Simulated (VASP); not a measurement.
# K (Im-3m) in VASP: further runs, part 2 of 2

VASP 6.6.1. The steps go on from the part before.

**3. Single point, HSE06**

This run uses another cell than the first one, of 80.09 Å³/atom.

POSCAR

```
K
1.0
   -2.7154236633      2.7154236633      2.7154236633
    2.7154236633     -2.7154236633      2.7154236633
    2.7154236633      2.7154236633     -2.7154236633
K
1
Direct
    0.0000000000      0.0000000000      0.0000000000
```

INCAR.step1

```
SYSTEM = K
PREC = Accurate
ENCUT = 400
EDIFF = 1E-5
ISMEAR = 0
SIGMA = 0.05
LREAL = .False.
LASPH = .True.
NELM = 120
ALGO = Normal
ISIF = 2
LWAVE = .True.
NBANDS = 10
GGA = PE
GGA_COMPAT = .False.
```

INCAR.step2

```
SYSTEM = K
PREC = Accurate
ENCUT = 400
EDIFF = 1E-6
ISMEAR = 0
SIGMA = 0.05
LREAL = .False.
LASPH = .True.
NELM = 120
ALGO = Normal
ISIF = 2
LWAVE = .False.
LCHARG = .True.
GGA = PE
LHFCALC = .True.
HFSCREEN = 0.2079
PRECFOCK = Normal
LELF = .True.
LVHAR = .True.
NBANDS = 10
ISTART = 1
GGA_COMPAT = .False.
```

KPOINTS

```
Automatic mesh
0
Gamma
  5 5 5
  0 0 0
```

Potentials or basis: VASP PAW PBE potentials, release 64 (K_sv).

Launch:

```bash
$ cat potpaw_PBE.64/K_sv/POTCAR > POTCAR
$ cp INCAR.step1 INCAR
$ mpirun -np 1 vasp_std > vasp.out
$ cp INCAR.step2 INCAR
$ mpirun -np 1 vasp_std > vasp.out
```

OUTCAR:

```text
SYSTEM = K
   PREC = Accurate
   ENCUT = 400
   EDIFF = 1E-6
   ISMEAR = 0
   LREAL = .False.
   LASPH = .True.
   NELM = 120
   ISIF = 2
   GGA = PE
   LHFCALC = .True.
   HFSCREEN = 0.2079
   PRECFOCK = Normal
   ISTART = 1

 ion  position               nearest neighbor table
   1  0.000  0.000  0.000-

  LATTYP: Found a body centered cubic cell.
 ALAT       =     5.4308473266

  Lattice vectors:

 A1 = (  -2.7154236633,   2.7154236633,   2.7154236633)
 A2 = (   2.7154236633,  -2.7154236633,   2.7154236633)
 A3 = (   2.7154236633,   2.7154236633,  -2.7154236633)

Analysis of symmetry for initial positions (statically):
=====================================================================
 Subroutine PRICEL returns:
 Original cell was already a primitive cell.

 Routine SETGRP: Setting up the symmetry group for a
 body centered cubic supercell.

 Subroutine GETGRP returns: Found 48 space group operations
 (whereof 48 operations were pure point group operations)
 out of a pool of 48 trial point group operations.

The static configuration has the point symmetry O_h .

Analysis of symmetry for dynamics (positions and initial velocities):
=====================================================================
 Subroutine PRICEL returns:
 Original cell was already a primitive cell.

 Routine SETGRP: Setting up the symmetry group for a
 body centered cubic supercell.

 Subroutine GETGRP returns: Found 48 space group operations
 (whereof 48 operations were pure point group operations)
 out of a pool of 48 trial point group operations.

The dynamic configuration has the point symmetry O_h .

 Subroutine INISYM returns: Found 48 space group operations
 (whereof 48 operations are pure point group operations),
 and found     1 'primitive' translations

----------------------------------------------------------------------------------------

                                     Primitive cell

  volume of cell :      80.0890

  direct lattice vectors                    reciprocal lattice vectors
    -2.715423663  2.715423663  2.715423663     0.000000000  0.184133329  0.184133329
     2.715423663 -2.715423663  2.715423663     0.184133329  0.000000000  0.184133329
     2.715423663  2.715423663 -2.715423663     0.184133329  0.184133329  0.000000000

  length of vectors
     4.703251749  4.703251749  4.703251749     0.260403852  0.260403852  0.260403852

  position of ions in fractional coordinates (direct lattice)
     0.000000000  0.000000000  0.000000000

  ion indices of the primitive-cell ions
   primitive index   ion index
                 1           1

----------------------------------------------------------------------------------------

 KPOINTS: Automatic mesh

Automatic generation of k-mesh.
 Grid dimensions read from file:
 generate k-points for:    5    5    5

 Generating k-lattice:

  Cartesian coordinates                     Fractional coordinates (reciprocal lattice)
     0.000000000  0.036826666  0.036826666     0.200000000  0.000000000  0.000000000
[... 26 lines left out ...]
   k-points           NKPTS =     10   k-points in BZ     NKDIM =    125   number of bands    NBANDS=     10
   number of dos      NEDOS =    301   number of ions     NIONS =      1
   total plane-waves  NPLWV =  32768
   dimension x,y,z NGX =    32 NGY =   32 NGZ =   32
   dimension x,y,z NGXF=    64 NGYF=   64 NGZF=   64
   ions per type =               1
   NGX,Y,Z   is equivalent  to a cutoff of  11.31, 11.31, 11.31 a.u.
   NGXF,Y,Z  is equivalent  to a cutoff of  22.62, 22.62, 22.62 a.u.
 SYSTEM =  K
   PREC   = accura    normal or accurate (medium, high low for compatibility)
   ISTART =      1    job   : 0-new  1-cont  2-samecut
   ICHARG =      0    charge: 1-file 2-atom 10-const
   ISPIN  =      1    spin polarized calculation?
   LNONCOLLINEAR =      F non collinear calculations
   LSORBIT =      F    spin-orbit coupling
   LASPH  =      T    aspherical Exc in radial PAW
   ENCUT  =  400.0 eV  29.40 Ry    5.42 a.u.   7.67  7.67  7.67*2*pi/ulx,y,z
   NELM   =    120;   NELMIN=  2; NELMDL=  0     # of ELM steps
   EDIFF  = 0.1E-05   stopping-criterion for ELM
   LREAL  =      F    real-space projection
   EDIFFG = 0.1E-04   stopping-criterion for IOM
   NSW    =      0    number of steps for IOM
   IBRION =     -1    ionic relax: 0-MD 1-quasi-New 2-CG
   NFREE  =      0    steps in history (QN), initial steepest desc. (CG)
   ISIF   =      2    stress and relaxation
   ISYM   =      3    0-nonsym 1-usesym 2-fastsym
   POTIM  = 0.5000    time-step for ionic-motion
   TEBEG  =    0.0;   TEEND  =   0.0 temperature during run
   PSTRESS=    0.0 pullay stress
   NELECT =       9.0000    total number of electrons
   NUPDOWN=      -1.0000    fix difference up-down
   EMIN   =  10.00;   EMAX   =-10.00  energy-range for DOS
   EFERMI =   0.00;   METHOD = LEGACY
   ISMEAR =     0;   SIGMA  =   0.05  broadening in eV -4-tet -1-fermi 0-gaus
   EFERMI_NEDOS =   21; number of points for ismear=-14 and -15
   IALGO  =     38    algorithm
   IMIX   =      1    mixing-type and parameters
     AMIX     =   0.40;   BMIX     =  1.00
     AMIX_MAG =   1.60;   BMIX_MAG =  1.00
  volume/ion in A,a.u.               =      80.09       540.47
  Fermi-wavevector in a.u.,A,eV,Ry     =   0.790008  1.492898  8.491565  0.624112
  Thomas-Fermi vector in A             =   1.895263
   LORBIT       =      0    0 simple, 1 ext, 2 COOP (PROOUT), +10 PAW based schemes
   GGA     = PE    functional components
   LHFCALC =     T    Hartree Fock is set to
   PRECFOCK=normal    Normal, Fast or Accurate (Low or Medium for compatibility)
   ENCUT4O =  -1.0   cutoff for four orbital integrals eV
   NKREDX  =     1    reduce k-point grid by
   NKREDY  =     1    reduce k-point grid by
   NKREDZ  =     1    reduce k-point grid by
   AEXX    =    0.2500 exact exchange contribution
   HFSCREEN=    0.2079 screening length (either q_TF or 0.3 A-1)
   HFSCREENC=   0.2079 screening length for correlation (either q_TF or 0.3 A-1)
   ENCUTFOCK=  -1.0 apply spherical cutoff to Coloumb kernel
   IVDW    =     0    specifies the selected vdW correction
   LEPSILON=     F    determine dielectric tensor
   LRPA    =     F    only Hartree local field effects (RPA)
 non-spin polarized calculation
 Gauss-broadening in eV      SIGMA  =   0.05
  energy-cutoff  :      400.00
  volume of cell :       80.09
 maximum number of plane-waves:      1481
  NGX = 24; NGY = 24; NGZ = 24

 number of electron       9.0000002 magnetization

 Free energy of the ion-electron system (eV)
  ---------------------------------------------------
  ext. energy  EPLUGINS =         0.00000000
  ---------------------------------------------------
  free energy    TOTEN  =        -1.10708425 eV

  energy without entropy =       -1.10227785  energy(sigma->0) =       -1.10468105

 E-fermi :  -0.1843     XC(G=0):  -4.7041

 val. band max:       -0.6179970740   @ k =   0.4000   0.0000   0.0000
 cond. band min:      -0.1669847246   @ k =  -0.4000   0.4000   0.2000
 fundamental gap:      0.4510123494
 Fermi energy:        -0.1842655804

 k-point     1 :       0.0000    0.0000    0.0000
  band No.  band energies     occupation
      1     -35.4947      2.00000
      2     -17.5842      2.00000
      3     -17.5842      2.00000
      4     -17.5842      2.00000
      5      -2.6528      2.00000
      6       4.5462      0.00000
      7       4.5462      0.00000
      8       4.5462      0.00000
      9       5.4550      0.00000
     10       5.4550      0.00000
[... 105 lines left out ...]
 k-point    10 :      -0.4000    0.4000    0.4000
  band No.  band energies     occupation
      1     -35.4903      2.00000
      2     -17.6195      2.00000
      3     -17.6165      2.00000
      4     -17.6165      2.00000
      5       0.9674      0.00000
      6       1.9269      0.00000
      7       3.2711      0.00000
      8       3.2712      0.00000
      9       3.4733      0.00000
     10       6.0620      0.00000

------------------------ aborting loop because EDIFF is reached ----------------------------------------

  FORCE on cell =-STRESS in cart. coord.  units (eV):
  Direction    XX          YY          ZZ          XY          YZ          ZX
  --------------------------------------------------------------------------------------
  -------------------------------------------------------------------------------------
  Total       -0.0891513     -0.0891513     -0.0891513      0.0000000      0.0000000     -0.0000000
  in kB       -1.7834687     -1.7834687     -1.7834687      0.0000000      0.0000000     -0.0000000
  external PRESSURE =      -1.7834687 kB  Pullay stress =       0.0000000 kB

 VOLUME and BASIS-vectors are now :
 -----------------------------------------------------------------------------
  energy-cutoff  :      400.00
  volume of cell :       80.09
      direct lattice vectors                 reciprocal lattice vectors
    -2.715423663  2.715423663  2.715423663     0.000000000  0.184133329  0.184133329
     2.715423663 -2.715423663  2.715423663     0.184133329  0.000000000  0.184133329
     2.715423663  2.715423663 -2.715423663     0.184133329  0.184133329  0.000000000

 POSITION                                       TOTAL-FORCE (eV/Angst)
 -----------------------------------------------------------------------------------
      0.00000      0.00000      0.00000         0.000000      0.000000      0.000000
 -----------------------------------------------------------------------------------
    total drift:                               -0.000000     -0.000000     -0.000000

  FREE ENERGIE OF THE ION-ELECTRON SYSTEM (eV)
  ---------------------------------------------------
  free  energy   TOTEN  =        -1.1070842472 eV

  energy  without entropy=       -1.1022778539  energy(sigma->0) =       -1.10468105
```

Wall time 95 s (1 thread of Intel Xeon 6975P-C (Granite Rapids), shared host); peak memory 0.27 GiB.

Results:

```
Free energy            : -1.1071 eV
Pressure               : -0.2 GPa
Band gap on the k mesh : zero (an odd number of electrons rules out a gap without spin polarisation)
```

Caveat: the PAW data sets were made with another functional, which shifts forces and pressure a little.

**4. Single point, HSE06**

This run uses another cell than the first one, of 81.66 Å³/atom.

POSCAR

```
K
1.0
   -2.7330567785      2.7330567785      2.7330567785
    2.7330567785     -2.7330567785      2.7330567785
    2.7330567785      2.7330567785     -2.7330567785
K
1
Direct
    0.0000000000      0.0000000000      0.0000000000
```

INCAR.step1

```
SYSTEM = K
ALGO = Normal
EDIFF = 1E-5
ENCUT = 400
GGA = PE
GGA_COMPAT = .False.
ISIF = 2
ISMEAR = 0
LASPH = .True.
LCHARG = .False.
LREAL = .False.
LWAVE = .True.
NBANDS = 10
NELM = 120
PREC = Accurate
SIGMA = 0.05
```

INCAR.step2

```
SYSTEM = K
ALGO = Normal
EDIFF = 1E-6
ENCUT = 400
GGA = PE
GGA_COMPAT = .False.
HFSCREEN = 0.2079
ISIF = 2
ISMEAR = 0
ISTART = 1
LASPH = .True.
LCHARG = .False.
LHFCALC = .True.
LREAL = .False.
LWAVE = .False.
NBANDS = 10
NELM = 120
PREC = Accurate
PRECFOCK = Normal
SIGMA = 0.05
```

KPOINTS

```
k-points
0
Gamma
  5 5 5
  0 0 0
```

Potentials or basis: VASP PAW PBE potentials, release 64 (K_sv).

Launch:

```bash
$ cat potpaw_PBE.64/K_sv/POTCAR > POTCAR
$ cp INCAR.step1 INCAR
$ mpirun -np 1 vasp_std > vasp.out
$ cp INCAR.step2 INCAR
$ mpirun -np 1 vasp_std > vasp.out
```

OUTCAR:

```text
SYSTEM = K
   EDIFF = 1E-6
   ENCUT = 400
   GGA = PE
   HFSCREEN = 0.2079
   ISIF = 2
   ISMEAR = 0
   ISTART = 1
   LASPH = .True.
   LHFCALC = .True.
   LREAL = .False.
   NELM = 120
   PREC = Accurate
   PRECFOCK = Normal

 ion  position               nearest neighbor table
   1  0.000  0.000  0.000-

  LATTYP: Found a body centered cubic cell.
 ALAT       =     5.4661135570

[... 302 lines left out ...]
      6       1.8895      0.00000
      7       3.1867      0.00000
      8       3.1867      0.00000
      9       3.3919      0.00000
     10       5.9168      0.00000

------------------------ aborting loop because EDIFF is reached ----------------------------------------

  FORCE on cell =-STRESS in cart. coord.  units (eV):
  Direction    XX          YY          ZZ          XY          YZ          ZX
  --------------------------------------------------------------------------------------
  -------------------------------------------------------------------------------------
  Total       -0.1170562     -0.1170562     -0.1170562     -0.0000000      0.0000000     -0.0000000
  in kB       -2.2966717     -2.2966717     -2.2966717     -0.0000000      0.0000000     -0.0000000
  external PRESSURE =      -2.2966717 kB  Pullay stress =       0.0000000 kB

 VOLUME and BASIS-vectors are now :
 -----------------------------------------------------------------------------
  energy-cutoff  :      400.00
  volume of cell :       81.66
      direct lattice vectors                 reciprocal lattice vectors
    -2.733056778  2.733056778  2.733056778     0.000000000  0.182945339  0.182945339
     2.733056778 -2.733056778  2.733056778     0.182945339  0.000000000  0.182945339
     2.733056778  2.733056778 -2.733056778     0.182945339  0.182945339  0.000000000

 POSITION                                       TOTAL-FORCE (eV/Angst)
 -----------------------------------------------------------------------------------
      0.00000      0.00000      0.00000         0.000000      0.000000      0.000000
 -----------------------------------------------------------------------------------
    total drift:                               -0.000000     -0.000000     -0.000000

  FREE ENERGIE OF THE ION-ELECTRON SYSTEM (eV)
  ---------------------------------------------------
  free  energy   TOTEN  =        -1.1051244996 eV

  energy  without entropy=       -1.1003181063  energy(sigma->0) =       -1.10272130
```

OUTCAR.step1:

```text
SYSTEM = K
   EDIFF = 1E-5
   ENCUT = 400
   GGA = PE
   ISIF = 2
   ISMEAR = 0
[... 329 lines left out ...]

 POSITION                                       TOTAL-FORCE (eV/Angst)
 -----------------------------------------------------------------------------------
      0.00000      0.00000      0.00000        -0.000000      0.000000     -0.000000
 -----------------------------------------------------------------------------------
    total drift:                               -0.000000      0.000000     -0.000000

  FREE ENERGIE OF THE ION-ELECTRON SYSTEM (eV)
  ---------------------------------------------------
  free  energy   TOTEN  =        -1.0379234245 eV

  energy  without entropy=       -1.0331170312  energy(sigma->0) =       -1.03552023
```

Run time: 91 s. Hardware: 1 thread of Intel Xeon 6975P-C (Granite Rapids), shared host; peak memory 0.27 GiB.

Results:

```
Free energy            : -1.1051 eV
Pressure               : -0.2 GPa
Band gap on the k mesh : zero (an odd number of electrons rules out a gap without spin polarisation)
```

Caveat: the PAW data sets were made with another functional, which shifts forces and pressure a little.

**5. Summary**

| cell | gap on the mesh (eV) | pressure (GPa) |
| --- | --- | --- |
| a = 4.672 Å, angles 109.5°, 1 atom | none | -0.1 |
| a = 4.703 Å, angles 109.5°, 1 atom | none | -0.2 |
| a = 4.734 Å, angles 109.5°, 1 atom | none | -0.2 |

Alike in all rows: task single point; level HSE06; potentials or basis VASP PAW PBE potentials, release 64 (K_sv); no spin polarisation; k mesh 5 × 5 × 5; cutoff (eV) 400; smearing gaussian 0.05 eV.

Caveats: the PAW data sets were made with another functional, which shifts forces and pressure a little.

Total energies depend on the potentials used, so only differences within one code and one set of settings carry meaning.
